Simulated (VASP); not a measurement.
Runs of VASP 6.6.1 on InSb. The structure is that of space group I4/mmm (No. 139), or close to it. The cells are those of the table. 

```csv
cell,gap on the mesh (eV),pressure (GPa)
"a = 4.214, b = 4.214, c = 4.675 Å, angles 56.3, 56.3, 67.4°, 2 atoms",none,8.2
"a = 4.466, b = 4.135, c = 4.469 Å, angles 62.4, 55.1, 62.5°, 2 atoms",none,2.4
"a = 4.539, b = 4.539, c = 4.023 Å, angles 63.7, 63.7, 52.6°, 2 atoms",none,(b)
"a = 4.563, b = 4.256, c = 4.252 Å, angles 64.9, 57.6, 57.5°, 2 atoms",none,(a)
"a = 4.298, b = 4.298, c = 4.458 Å, angles 58.8, 58.8, 62.5°, 2 atoms",none,0.7
```

Alike in all rows: task single point; level PBE; potentials or basis VASP PAW PBE potentials, release 64 (In_d, Sb); no spin polarisation; k mesh 12 × 12 × 12; cutoff (eV) 520; smearing gaussian 0.15 eV.

Estimate the missing entries.

(a) 3.1; (b) 5.4.

Caveats: spin-orbit coupling is left out, which moves the levels of the heavy elements; the cell stands under pressure (at least some runs).

A k mesh can miss the band edges, and the runs leave out spin-orbit coupling on In, Sb.

A gap of «none» marks levels without a gap at the run's occupations.
